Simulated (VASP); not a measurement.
# Na (P6_3/mmc) in VASP: a series of runs

Na is run at these levels: PBEsol; tasks: single point.

Everything below comes from runs of VASP 6.6.1. Logs are shortened: lines on timing, memory, paths and dates and some standing lists are left out, and cuts for length are marked.

### Step 1. The cell of the first run

The structure is hexagonal, space group P6_3/mmc (No. 194). Conventional cell: a = 2.969 Å, b = 2.969 Å, c = 9.494 Å, α = 90.00°, β = 90.00°, γ = 120.00°. Within 3.9 Å of Na (site symmetry -6m2) lie 12 Na at 2.93 to 2.97 Å. Na (site symmetry -3m) has 12 Na at 2.93 to 2.97 Å within 3.9 Å.

### Step 2. Single point, PBEsol

Input file INCAR:

```
  PREC = Accurate
  ENCUT = 520
  EDIFF = 1E-6
  ISMEAR = -1
  SIGMA = 0.05
  LREAL = F
  LASPH = T
  NELM = 80
  ALGO = Fast
  ISIF = 2
  LWAVE = F
  LCHARG = T
  GGA = PS
  LELF = T
  LVHAR = T
  NBANDS = 22
```

Input file KPOINTS:

```
regular mesh
0
Gamma
  8 8 3
```

Input file POSCAR:

```
Na
1.0
    2.9690792523      0.0000000000      0.0000000000
   -1.4845396262      2.5712980583      0.0000000000
    0.0000000000      0.0000000000      9.4942419035
Na
4
Direct
    0.6666666667      0.3333333333      0.7500000000
    0.0000000000      0.0000000000      0.5000000000
    0.3333333333      0.6666666667      0.2500000000
    0.0000000000      0.0000000000      0.0000000000
```

Potentials or basis: VASP PAW PBE potentials, release 64 (Na_pv).

On the command line:

```console
$ cat potpaw_PBE.64/Na_pv/POTCAR > POTCAR
$ mpirun -np 1 vasp_std > vasp.out
```

OUTCAR:

```text
PREC = Accurate
   ENCUT = 520
   EDIFF = 1E-6
   ISMEAR = -1
   LREAL = F
   LASPH = T
   NELM = 80
   ISIF = 2
   GGA = PS

 ion  position               nearest neighbor table
   1  0.667  0.333  0.750-
   2  0.000  0.000  0.500-
   3  0.333  0.667  0.250-
   4  0.000  0.000  0.000-

  LATTYP: Found a hexagonal cell.
 ALAT       =     2.9690792523
 C/A-ratio  =     3.1977057858

  Lattice vectors:

 A1 = (   2.9690792523,   0.0000000000,   0.0000000000)
 A2 = (  -1.4845396262,   2.5712980583,   0.0000000000)
 A3 = (   0.0000000000,   0.0000000000,   9.4942419035)

Analysis of symmetry for initial positions (statically):
=====================================================================
 Subroutine PRICEL returns:
 Original cell was already a primitive cell.

 Routine SETGRP: Setting up the symmetry group for a
 hexagonal supercell.

 Subroutine GETGRP returns: Found 24 space group operations
 (whereof 12 operations were pure point group operations)
 out of a pool of 24 trial point group operations.

The static configuration has the point symmetry D_3d.
 The point group associated with its full space group is D_6h.

Analysis of symmetry for dynamics (positions and initial velocities):
=====================================================================
 Subroutine PRICEL returns:
 Original cell was already a primitive cell.

 Routine SETGRP: Setting up the symmetry group for a
 hexagonal supercell.

 Subroutine GETGRP returns: Found 24 space group operations
 (whereof 12 operations were pure point group operations)
 out of a pool of 24 trial point group operations.

The dynamic configuration has the point symmetry D_3d.
 The point group associated with its full space group is D_6h.

 Subroutine INISYM returns: Found 24 space group operations
 (whereof 12 operations are pure point group operations),
 and found     1 'primitive' translations

----------------------------------------------------------------------------------------

                                     Primitive cell

  volume of cell :      72.4827

  direct lattice vectors                    reciprocal lattice vectors
     2.969079252  0.000000000  0.000000000     0.336804752  0.194454314  0.000000000
    -1.484539626  2.571298058  0.000000000     0.000000000  0.388908628  0.000000000
     0.000000000  0.000000000  9.494241904     0.000000000  0.000000000  0.105326998

  length of vectors
     2.969079252  2.969079252  9.494241904     0.388908628  0.388908628  0.105326998

  position of ions in fractional coordinates (direct lattice)
     0.666666667  0.333333333  0.750000000
     0.000000000  0.000000000  0.500000000
     0.333333333  0.666666667  0.250000000
     0.000000000  0.000000000  0.000000000

  ion indices of the primitive-cell ions
   primitive index   ion index
                 1           1
                 2           2
                 3           3
                 4           4

----------------------------------------------------------------------------------------

 KPOINTS: regular mesh

Automatic generation of k-mesh.
 Grid dimensions read from file:
 generate k-points for:    8    8    3

 Generating k-lattice:

  Cartesian coordinates                     Fractional coordinates (reciprocal lattice)
     0.042100594  0.024306789  0.000000000     0.125000000  0.000000000  0.000000000
     0.000000000  0.048613578  0.000000000     0.000000000  0.125000000  0.000000000
     0.000000000  0.000000000  0.035108999     0.000000000  0.000000000  0.333333333

  Length of vectors
     0.048613578  0.048613578  0.035108999

  Shift w.r.t. Gamma in fractional coordinates (k-lattice)
     0.000000000  0.000000000  0.000000000

 Subroutine IBZKPT returns following result:
 ===========================================

 Found     20 irreducible k-points:

 Following reciprocal coordinates:
            Coordinates               Weight
  0.000000  0.000000  0.000000      1.000000
  0.125000  0.000000  0.000000      6.000000
  0.250000  0.000000  0.000000      6.000000
  0.375000  0.000000  0.000000      6.000000
  0.500000  0.000000  0.000000      3.000000
  0.125000  0.125000  0.000000      6.000000
[... 12 lines left out ...]
  0.250000  0.250000  0.333333     12.000000
  0.375000  0.250000  0.333333     12.000000
   k-points           NKPTS =     20   k-points in BZ     NKDIM =     20   number of bands    NBANDS=     22
   number of dos      NEDOS =    301   number of ions     NIONS =      4
   total plane-waves  NPLWV =  41472
   dimension x,y,z NGX =    24 NGY =   24 NGZ =   72
   dimension x,y,z NGXF=    48 NGYF=   48 NGZF=  144
   ions per type =               4
   NGX,Y,Z   is equivalent  to a cutoff of  13.44, 13.44, 12.61 a.u.
   NGXF,Y,Z  is equivalent  to a cutoff of  26.88, 26.88, 25.21 a.u.
 SYSTEM =  unknown system
   PREC   = accura    normal or accurate (medium, high low for compatibility)
   ISTART =      0    job   : 0-new  1-cont  2-samecut
   ICHARG =      2    charge: 1-file 2-atom 10-const
   ISPIN  =      1    spin polarized calculation?
   LNONCOLLINEAR =      F non collinear calculations
   LSORBIT =      F    spin-orbit coupling
   LASPH  =      T    aspherical Exc in radial PAW
   ENCUT  =  520.0 eV  38.22 Ry    6.18 a.u.   5.52  5.52 17.65*2*pi/ulx,y,z
   NELM   =     80;   NELMIN=  2; NELMDL= -5     # of ELM steps
   EDIFF  = 0.1E-05   stopping-criterion for ELM
   LREAL  =      F    real-space projection
   EDIFFG = 0.1E-04   stopping-criterion for IOM
   NSW    =      0    number of steps for IOM
   IBRION =     -1    ionic relax: 0-MD 1-quasi-New 2-CG
   NFREE  =      0    steps in history (QN), initial steepest desc. (CG)
   ISIF   =      2    stress and relaxation
   ISYM   =      2    0-nonsym 1-usesym 2-fastsym
   POTIM  = 0.5000    time-step for ionic-motion
   TEBEG  =    0.0;   TEEND  =   0.0 temperature during run
   PSTRESS=    0.0 pullay stress
   NELECT =      28.0000    total number of electrons
   NUPDOWN=      -1.0000    fix difference up-down
   EMIN   =  10.00;   EMAX   =-10.00  energy-range for DOS
   EFERMI =   0.00;   METHOD = LEGACY
   ISMEAR =    -1;   SIGMA  =   0.05  broadening in eV -4-tet -1-fermi 0-gaus
   EFERMI_NEDOS =   21; number of points for ismear=-14 and -15
   IALGO  =     68    algorithm
   IMIX   =      4    mixing-type and parameters
     AMIX     =   0.40;   BMIX     =  1.00
     AMIX_MAG =   1.60;   BMIX_MAG =  1.00
  volume/ion in A,a.u.               =      18.12       122.28
  Fermi-wavevector in a.u.,A,eV,Ry     =   1.192292  2.253105 19.341505  1.421560
  Thomas-Fermi vector in A             =   2.328334
   LORBIT       =      0    0 simple, 1 ext, 2 COOP (PROOUT), +10 PAW based schemes
   GGA     = PS    functional components
   LHFCALC =     F    Hartree Fock is set to
   AEXX    =    0.0000 exact exchange contribution
   IVDW    =     0    specifies the selected vdW correction
   LEPSILON=     F    determine dielectric tensor
   LRPA    =     F    only Hartree local field effects (RPA)
 non-spin polarized calculation
 RMM-DIIS sequential band-by-band and
  energy-cutoff  :      520.00
  volume of cell :       72.48
 maximum number of plane-waves:      2003
 NGX is ok and might be reduce to    24
   NGX = 11   NGY = 11   NGZ = 35

 number of electron      28.0000049 magnetization

 Free energy of the ion-electron system (eV)
  ---------------------------------------------------
  ext. energy  EPLUGINS =         0.00000000
  ---------------------------------------------------
  free energy    TOTEN  =        -2.99710320 eV

  energy without entropy =       -2.98706819  energy(sigma->0) =       -2.99208570

 E-fermi :   3.4584     XC(G=0):  -8.7743

 val. band max:        3.2028110655   @ k =   0.2500   0.2500   0.3333
 cond. band min:       3.5139289515   @ k =   0.3750   0.1250   0.3333
 fundamental gap:      0.3111178861
 Fermi energy:         3.4583961585

 k-point     1 :       0.0000    0.0000    0.0000
  band No.  band energies     occupation
      1     -21.6975      2.00000
      2     -21.5160      2.00000
      3     -21.5148      2.00000
      4     -21.3743      2.00000
      5     -21.3743      2.00000
      6     -21.3514      2.00000
[... 14 lines left out ...]
     21      17.6971      0.00000
     22      18.4286      0.00000

 k-point     2 :       0.1250    0.0000    0.0000
  band No.  band energies     occupation
      1     -21.6780      2.00000
      2     -21.5238      2.00000
      3     -21.5224      2.00000
      4     -21.4106      2.00000
      5     -21.3861      2.00000
      6     -21.3790      2.00000
[... 14 lines left out ...]
     21      15.2186      0.00000
     22      15.2874      0.00000

 k-point     3 :       0.2500    0.0000    0.0000
  band No.  band energies     occupation
      1     -21.6286      2.00000
      2     -21.5687      2.00000
      3     -21.5613      2.00000
      4     -21.4925      2.00000
      5     -21.4718      2.00000
      6     -21.4132      2.00000
[... 14 lines left out ...]
     21      13.0887      0.00000
     22      13.0922      0.00000

 k-point     4 :       0.3750    0.0000    0.0000
  band No.  band energies     occupation
      1     -21.6435      2.00000
      2     -21.6396      2.00000
      3     -21.5728      2.00000
      4     -21.5627      2.00000
      5     -21.5480      2.00000
      6     -21.4390      2.00000
[... 14 lines left out ...]
     21      11.6040      0.00000
     22      12.1121      0.00000

 k-point     5 :       0.5000    0.0000    0.0000
  band No.  band energies     occupation
      1     -21.6786      2.00000
      2     -21.6689      2.00000
      3     -21.6083      2.00000
      4     -21.5967      2.00000
      5     -21.4942      2.00000
      6     -21.4669      2.00000
[... 317 lines left out ...]
 k-point    18 :       0.3750    0.1250    0.3333
  band No.  band energies     occupation
      1     -21.6467      2.00000
      2     -21.6378      2.00000
      3     -21.6083      2.00000
      4     -21.6011      2.00000
      5     -21.4893      2.00000
      6     -21.4726      2.00000
[... 14 lines left out ...]
     21      10.1422      0.00000
     22      10.8234      0.00000

 k-point    19 :       0.2500    0.2500    0.3333
  band No.  band energies     occupation
      1     -21.6132      2.00000
      2     -21.6097      2.00000
      3     -21.5941      2.00000
      4     -21.5831      2.00000
      5     -21.5054      2.00000
      6     -21.4970      2.00000
[... 14 lines left out ...]
     21       9.7777      0.00000
     22      10.7594      0.00000

 k-point    20 :       0.3750    0.2500    0.3333
  band No.  band energies     occupation
      1     -21.6179      2.00000
      2     -21.6123      2.00000
      3     -21.5875      2.00000
      4     -21.5786      2.00000
      5     -21.5248      2.00000
      6     -21.5179      2.00000
[... 14 lines left out ...]
     21       9.2067      0.00000
     22       9.4818      0.00000

------------------------ aborting loop because EDIFF is reached ----------------------------------------

  FORCE on cell =-STRESS in cart. coord.  units (eV):
  Direction    XX          YY          ZZ          XY          YZ          ZX
  --------------------------------------------------------------------------------------
  -------------------------------------------------------------------------------------
  Total        9.0698181      9.0698181      9.0654122     -0.0000000      0.0000000      0.0000000
  in kB      200.4816626    200.4816626    200.3842737     -0.0000000      0.0000000      0.0000000
  external PRESSURE =     200.4491996 kB  Pullay stress =       0.0000000 kB

 VOLUME and BASIS-vectors are now :
 -----------------------------------------------------------------------------
  energy-cutoff  :      520.00
  volume of cell :       72.48
      direct lattice vectors                 reciprocal lattice vectors
     2.969079252  0.000000000  0.000000000     0.336804752  0.194454314  0.000000000
    -1.484539626  2.571298058  0.000000000     0.000000000  0.388908628  0.000000000
     0.000000000  0.000000000  9.494241904     0.000000000  0.000000000  0.105326998

 POSITION                                       TOTAL-FORCE (eV/Angst)
 -----------------------------------------------------------------------------------
      1.48454      0.85710      7.12068         0.000000      0.000000      0.000000
      0.00000      0.00000      4.74712        -0.000000     -0.000000      0.000000
     -0.00000      1.71420      2.37356        -0.000000     -0.000000      0.000000
      0.00000      0.00000      0.00000        -0.000000     -0.000000      0.000000
 -----------------------------------------------------------------------------------
    total drift:                               -0.000000      0.000000      0.000000

  FREE ENERGIE OF THE ION-ELECTRON SYSTEM (eV)
  ---------------------------------------------------
  free  energy   TOTEN  =        -2.9971032046 eV

  energy  without entropy=       -2.9870681905  energy(sigma->0) =       -2.99208570
```

It took 52 s on 1 thread of Intel Xeon Platinum 8375C at 2.90GHz (Ice Lake), shared host; peak memory 0.18 GiB.

What came out:

```
Free energy            : -2.9971 eV
Pressure               : 20.0 GPa
Band gap on the k mesh : zero (band 14 reaches 4.86 eV, above the bottom of band 15 at 0.01 eV)
```

Levels at points of the mesh, in eV from the Fermi level:
```
           k point  band 10  band 11  band 12  band 13  band 14  band 15  band 16  band 17  band 18  band 19
(0.00, 0.00, 0.00)   -24.79   -24.79   -24.78    -5.21    -3.45    -3.45     0.85     1.85     8.53     8.55
(0.50, 0.00, 0.00)   -24.87   -24.84   -24.82     0.20     0.45     1.44     1.84     2.12     2.37     5.22
```

Caveat: the PAW data sets were made with another functional, which shifts forces and pressure a little.

### Step 3. Single point, PBEsol

This run uses another cell than the first one, of 22.00 Å³/atom, 1.214 times its volume.

Input file INCAR:

```
SYSTEM = Na
PREC = Accurate ; ENCUT = 520
EDIFF = 1E-7 ; ISMEAR = -1
SIGMA = 0.05 ; LREAL = .FALSE.
LASPH = .TRUE. ; NELM = 100
ALGO = Normal ; ISIF = 2
LWAVE = .FALSE. ; LCHARG = .TRUE.
GGA = PS ; LELF = .TRUE.
LVHAR = .TRUE. ; NBANDS = 22
```

Input file KPOINTS:

```
Automatic mesh
0
G
  8 8 3
  0 0 0
```

Input file POSCAR:

```
Na
1.0
    3.1665564449      0.0000000000      0.0000000000
   -1.5832782224      2.7423183238      0.0000000000
    0.0000000000      0.0000000000     10.1360525120
Na
4
Direct
    0.6666666667      0.3333333333      0.7500000000
    0.0000000000      0.0000000000      0.5000000000
    0.3333333333      0.6666666667      0.2500000000
    0.0000000000      0.0000000000      0.0000000000
```

Potentials or basis: VASP PAW PBE potentials, release 64 (Na_pv).

On the command line:

```console
$ cat potpaw_PBE.64/Na_pv/POTCAR > POTCAR
$ mpirun -np 1 vasp_std > vasp.out
```

Wall time 31 s (1 thread of Intel Xeon Platinum 8375C at 2.90GHz (Ice Lake), shared host); peak memory 0.19 GiB.

Results (log left out):

```
Free energy            : -4.3980 eV
Pressure               : 10.0 GPa
Band gap on the k mesh : zero (band 14 reaches 3.63 eV, above the bottom of band 15 at -0.74 eV)
```

Levels at points of the mesh, in eV from the Fermi level:
```csv
k point,band 12,band 13,band 14,band 15,band 16,band 17
"(0.00, 0.00, 0.00)",-24.64,-4.60,-3.07,-3.07,0.76,1.65
"(0.50, 0.00, 0.00)",-24.66,0.21,0.41,1.31,1.60,1.96
```

Caveat: the PAW data sets were made with another functional, which shifts forces and pressure a little.

### Step 4. Single point, PBEsol

This run uses another cell than the first one, of 25.89 Å³/atom, 1.429 times its volume.

Input file INCAR:

```
PREC = Accurate
ENCUT = 520
EDIFF = 1E-7
ISMEAR = -1
SIGMA = 0.05
LREAL = F
LASPH = T
NELM = 60
ALGO = Normal
ISIF = 2
LWAVE = F
LCHARG = T
GGA = PS
LELF = T
LVHAR = T
NBANDS = 22
```

Input file KPOINTS:

```
Automatic mesh
0
Gamma
  8 8 3
```

Input file POSCAR:

```
Na
1.0
    3.3421208994      0.0000000000      0.0000000000
   -1.6710604497      2.8943616014      0.0000000000
    0.0000000000      0.0000000000     10.7047550267
Na
4
Direct
    0.6666666667      0.3333333333      0.7500000000
    0.0000000000      0.0000000000      0.5000000000
    0.3333333333      0.6666666667      0.2500000000
    0.0000000000      0.0000000000      0.0000000000
```

On the command line:

```console
$ cat potpaw_PBE.64/Na_pv/POTCAR > POTCAR
$ mpirun -np 1 vasp_std > vasp.out
```

It took 48 s on 1 thread of Intel Xeon Platinum 8375C at 2.90GHz (Ice Lake), shared host; peak memory 0.22 GiB.

It converged, with:

```yaml
Free_energy: -5.1018 eV
Pressure: 5.0 GPa
Band_gap_on_the_k_mesh: zero (band 14 reaches 2.78 eV, above the bottom of band 15 at -1.21 eV)
```

Levels at points of the mesh, in eV from the Fermi level:
```tsv
k point	band 11	band 12	band 13	band 14	band 15	band 16	band 17	band 18
(0.00, 0.00, 0.00)	-24.62	-24.62	-4.14	-2.78	-2.78	0.71	1.47	7.06
(0.50, 0.00, 0.00)	-24.64	-24.63	0.21	0.37	1.21	1.42	1.80	1.97
```

Caveat: the PAW data sets were made with another functional, which shifts forces and pressure a little.

(Part 1 of 2 ends here.)
